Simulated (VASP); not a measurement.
# SnSe in VASP: single point with PBE

Aim: the single point of SnSe with PBE.

All numbers are computed with VASP 6.6.1; they aren't measurements. Logs are shortened: lines on timing, memory, paths and dates and some standing lists are left out, and cuts for length are marked.

### 1 The cell of the first run

The typed cell holds 2 atoms: a = 4.118 Å, b = 4.119 Å, c = 4.312 Å, α = 118.53°, β = 118.53°, γ = 90.00°.

### 2 Single point, PBE

Input file INCAR:

```
PREC     = Accurate       # precision mode
ENCUT    = 520            # plane-wave cutoff, eV
EDIFF    = 1E-6           # SCF threshold, eV
ISMEAR   = 0              # smearing method
SIGMA    = 0.02           # smearing width, eV
LREAL    = False          # projectors in reciprocal space
LASPH    = True           # aspherical terms in the spheres
NELM     = 60             # most SCF steps
ALGO     = Normal         # electronic algorithm
ISIF     = 2              # what is computed and relaxed
LWAVE    = False          # write WAVECAR
LCHARG   = False          # write CHGCAR
GGA      = PE             # functional
NBANDS   = 17             # bands
ISYM     = 0
```

Input file KPOINTS:

```
Automatic mesh
0
Gamma
  9 9 11
```

Input file POSCAR:

```
SnSe
1.0
    4.1181592758      0.0000000000      0.0000000000
    0.0000000000      4.1190738635      0.0000000000
   -2.0590796379     -2.0595369318      3.1794045737
Sn Se
1 1
Direct
    0.0000000000      0.0000000000      0.0000000000
    0.5000000000      0.5000000000      0.0000000000
```

Potentials or basis: VASP PAW PBE potentials, release 64 (Sn_d, Se).

Run with:

```console
cat potpaw_PBE.64/Sn_d/POTCAR potpaw_PBE.64/Se/POTCAR > POTCAR
mpirun -np 1 vasp_std > vasp.out
```

OUTCAR:

```text
PREC = Accurate
   ENCUT = 520
   EDIFF = 1E-6
   ISMEAR = 0
   LREAL = False
   LASPH = True
   NELM = 60
   ISIF = 2
   GGA = PE
   ISYM = 0

 ion  position               nearest neighbor table
   1  0.000  0.000  0.000-   2 2.91   2 2.91   2 2.91   2 2.91   2 3.18   2 3.18
   2  0.500  0.500  0.000-   1 2.91   1 2.91   1 2.91   1 2.91   1 3.18   1 3.18

IMPORTANT INFORMATION: All symmetrisations will be switched off!
NOSYMM: (Re-)initialisation of all symmetry stuff for point group C_1.

----------------------------------------------------------------------------------------

                                     Primitive cell

  volume of cell :      53.9322

  direct lattice vectors                    reciprocal lattice vectors
     4.118159276  0.000000000  0.000000000     0.242826936  0.000000000  0.157262150
     0.000000000  4.119073863  0.000000000     0.000000000  0.242773020  0.157262150
    -2.059079638 -2.059536932  3.179404574     0.000000000  0.000000000  0.314524301

  length of vectors
     4.118159276  4.119073863  4.311625537     0.289303137  0.289257883  0.314524301

  position of ions in fractional coordinates (direct lattice)
     0.000000000  0.000000000  0.000000000
     0.500000000  0.500000000  0.000000000

  ion indices of the primitive-cell ions
   primitive index   ion index
                 1           1
                 2           2

----------------------------------------------------------------------------------------

 KPOINTS: Automatic mesh

Automatic generation of k-mesh.
 Grid dimensions read from file:
 generate k-points for:    9    9   11

 Generating k-lattice:

  Cartesian coordinates                     Fractional coordinates (reciprocal lattice)
     0.026980771  0.000000000  0.017473572     0.111111111  0.000000000  0.000000000
     0.000000000  0.026974780  0.017473572     0.000000000  0.111111111 -0.000000000
     0.000000000  0.000000000  0.028593118     0.000000000  0.000000000  0.090909091

  Length of vectors
     0.032144793  0.032139765  0.028593118

  Shift w.r.t. Gamma in fractional coordinates (k-lattice)
     0.000000000  0.000000000  0.000000000

 -----------------------------------------------------------------------------
|                                                                             |
|           W    W    AA    RRRRR   N    N  II  N    N   GGGG   !!!           |
|           W    W   A  A   R    R  NN   N  II  NN   N  G    G  !!!           |
|           W    W  A    A  R    R  N N  N  II  N N  N  G       !!!           |
|           W WW W  AAAAAA  RRRRR   N  N N  II  N  N N  G  GGG   !            |
|           WW  WW  A    A  R   R   N   NN  II  N   NN  G    G                |
[... 69 lines left out ...]
   IBRION =     -1    ionic relax: 0-MD 1-quasi-New 2-CG
   NFREE  =      0    steps in history (QN), initial steepest desc. (CG)
   ISIF   =      2    stress and relaxation
   ISYM   =      0    0-nonsym 1-usesym 2-fastsym
   POTIM  = 0.5000    time-step for ionic-motion
   TEBEG  =    0.0;   TEEND  =   0.0 temperature during run
   PSTRESS=    0.0 pullay stress
   NELECT =      20.0000    total number of electrons
   NUPDOWN=      -1.0000    fix difference up-down
   EMIN   =  10.00;   EMAX   =-10.00  energy-range for DOS
   EFERMI =   0.00;   METHOD = LEGACY
   ISMEAR =     0;   SIGMA  =   0.02  broadening in eV -4-tet -1-fermi 0-gaus
   EFERMI_NEDOS =   21; number of points for ismear=-14 and -15
   IALGO  =     38    algorithm
   IMIX   =      4    mixing-type and parameters
     AMIX     =   0.40;   BMIX     =  1.00
     AMIX_MAG =   1.60;   BMIX_MAG =  1.00
  volume/ion in A,a.u.               =      26.97       181.98
  Fermi-wavevector in a.u.,A,eV,Ry     =   1.176166  2.222632 18.821847  1.383367
  Thomas-Fermi vector in A             =   2.312535
   LORBIT       =      0    0 simple, 1 ext, 2 COOP (PROOUT), +10 PAW based schemes
   GGA     = PE    functional components
   LHFCALC =     F    Hartree Fock is set to
   AEXX    =    0.0000 exact exchange contribution
   IVDW    =     0    specifies the selected vdW correction
   LEPSILON=     F    determine dielectric tensor
   LRPA    =     F    only Hartree local field effects (RPA)
 non-spin polarized calculation
 Gauss-broadening in eV      SIGMA  =   0.02
  energy-cutoff  :      520.00
  volume of cell :       53.93
 maximum number of plane-waves:      1472
   NGX = 15   NGY = 15   NGZ = 15

 number of electron      20.0000006 magnetization

 Free energy of the ion-electron system (eV)
  ---------------------------------------------------
  ext. energy  EPLUGINS =         0.00000000
  ---------------------------------------------------
  free energy    TOTEN  =        -8.10847633 eV

  energy without entropy =       -8.10847140  energy(sigma->0) =       -8.10847386

 E-fermi :   6.0792     XC(G=0):  -9.6377

 val. band max:        6.0415909228   @ k =   0.0000  -0.4444   0.1818
 cond. band min:       6.1140848298   @ k =  -0.1111   0.4444   0.0909
 fundamental gap:      0.0724939070
 Fermi energy:         6.0791627625

 k-point     1 :       0.0000    0.0000    0.0000
  band No.  band energies     occupation
      1     -15.9094      2.00000
      2     -15.8935      2.00000
      3     -15.8935      2.00000
      4     -15.8666      2.00000
      5     -15.8624      2.00000
      6      -8.2633      2.00000
[... 457 lines left out ...]
      4     -15.8688      2.00000
      5     -15.8560      2.00000
      6      -7.5994      2.00000
[... 9 lines left out ...]
     16      13.9276      0.00000
     17      16.7482      0.00000

 [... further k-points ...]

------------------------ aborting loop because EDIFF is reached ----------------------------------------

  FORCE on cell =-STRESS in cart. coord.  units (eV):
  Direction    XX          YY          ZZ          XY          YZ          ZX
  --------------------------------------------------------------------------------------
  -------------------------------------------------------------------------------------
  Total        1.9793305      1.9766941     -1.2506219      0.0025551      0.0019643      0.0019579
  in kB       58.8004132     58.7220944    -37.1525047      0.0759048      0.0583532      0.0581647
  external PRESSURE =      26.7900009 kB  Pullay stress =       0.0000000 kB

 VOLUME and BASIS-vectors are now :
 -----------------------------------------------------------------------------
  energy-cutoff  :      520.00
  volume of cell :       53.93
      direct lattice vectors                 reciprocal lattice vectors
     4.118159276  0.000000000  0.000000000     0.242826936  0.000000000  0.157262150
     0.000000000  4.119073863  0.000000000     0.000000000  0.242773020  0.157262150
    -2.059079638 -2.059536932  3.179404574     0.000000000  0.000000000  0.314524301

 POSITION                                       TOTAL-FORCE (eV/Angst)
 -----------------------------------------------------------------------------------
      0.00000      0.00000      0.00000         0.000000      0.000001      0.000001
      2.05908      2.05954      0.00000        -0.000000     -0.000001     -0.000001
 -----------------------------------------------------------------------------------
    total drift:                                0.000001      0.000002      0.000001

  FREE ENERGIE OF THE ION-ELECTRON SYSTEM (eV)
  ---------------------------------------------------
  free  energy   TOTEN  =        -8.1084763265 eV

  energy  without entropy=       -8.1084714032  energy(sigma->0) =       -8.10847386
```

OSZICAR:

```text
N       E                     dE             d eps       ncg     rms          rms(c)
DAV:   1     0.131863439928E+03    0.13186E+03   -0.98242E+03 15420   0.145E+03
DAV:   2     0.421177958809E+01   -0.12765E+03   -0.12363E+03 16487   0.345E+02
DAV:   3    -0.797762165074E+01   -0.12189E+02   -0.12073E+02 18342   0.929E+01
DAV:   4    -0.828876797244E+01   -0.31115E+00   -0.31088E+00 18335   0.157E+01
DAV:   5    -0.829763565307E+01   -0.88677E-02   -0.88672E-02 21609   0.260E+00    0.327E+00
DAV:   6    -0.810974496384E+01    0.18789E+00   -0.44682E-01 22136   0.390E+00    0.195E+00
DAV:   7    -0.810665863542E+01    0.30863E-02   -0.86249E-02 17529   0.137E+00    0.937E-01
DAV:   8    -0.810853895655E+01   -0.18803E-02   -0.91187E-03 18838   0.867E-01    0.103E-01
DAV:   9    -0.810840435831E+01    0.13460E-03   -0.14117E-03 21416   0.313E-01    0.510E-02
DAV:  10    -0.810846857255E+01   -0.64214E-04   -0.17402E-04 17813   0.760E-02    0.137E-02
DAV:  11    -0.810847603608E+01   -0.74635E-05   -0.21223E-05 19734   0.375E-02    0.331E-03
DAV:  12    -0.810847632646E+01   -0.29038E-06   -0.15046E-06 16873   0.125E-02
   1 F= -.81084763E+01 E0= -.81084739E+01  d E =-.492322E-05
```

Run time: 2 min. Hardware: 1 thread of AMD EPYC 9R45 (Zen 5), shared host; peak memory 0.48 GiB.

Results:

```
Free energy            : -8.1085 eV
Pressure               : 2.7 GPa
Band gap on the k mesh : 0.07 eV (least direct gap 0.50 eV)
```

Caveat: the stress differs along the axes, from -4 to 6 GPa; semilocal functionals underestimate gaps, and a narrow one can read as zero; spin-orbit coupling is left out, which moves the levels of the heavy elements. A k mesh can miss the band edges.
